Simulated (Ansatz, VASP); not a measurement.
# One calculation of Mo4C, two programs

```xyz
5
Lattice="3.1112 0.0000 0.0000 0.0000 3.1112 0.0000 0.0000 0.0000 21.5098" Properties=species:S:1:pos:R:3 pbc="T T T"
Mo    1.5556    1.5556    4.0000
Mo    0.0000    0.0000    5.5556
Mo    1.5556    1.5556    7.1521
Mo    0.0000    0.0000    8.5098
C     1.5556    1.5556    9.0198
```

Alike in both runs: task single point; functional LDA; k mesh 9 × 9 × 1; occupations gaussian, width 0.1 eV; no spin polarisation.

|  | VASP | Ansatz |
| --- | --- | --- |
| version | VASP 6.6.1 | Ansatz 0.2.0 |
| potentials or method | VASP PAW LDA potentials, release 64 (Mo_sv, C), cutoff 520 eV | scalar-relativistic, plane waves, PAW |
| valence electrons in the cell | 60 | 60 |

|  | VASP | Ansatz | Ansatz less VASP |
| --- | --- | --- | --- |
| gap on the k mesh at the Fermi level (eV) | none | none | - |
| rms of the force components (eV/Å) | 2.678 | 2.636 | -0.0420 |
| work function, face that differs most (eV) | 5.29 | 5.28 | -0.009 |

LDA's correlation is that of Perdew and Zunger in VASP and of Perdew and Wang (1992) in Ansatz. Atom by atom the forces differ by 0.054 eV/Å (rms over components). A gap of «none» marks a metal or a gap that the smearing closes.
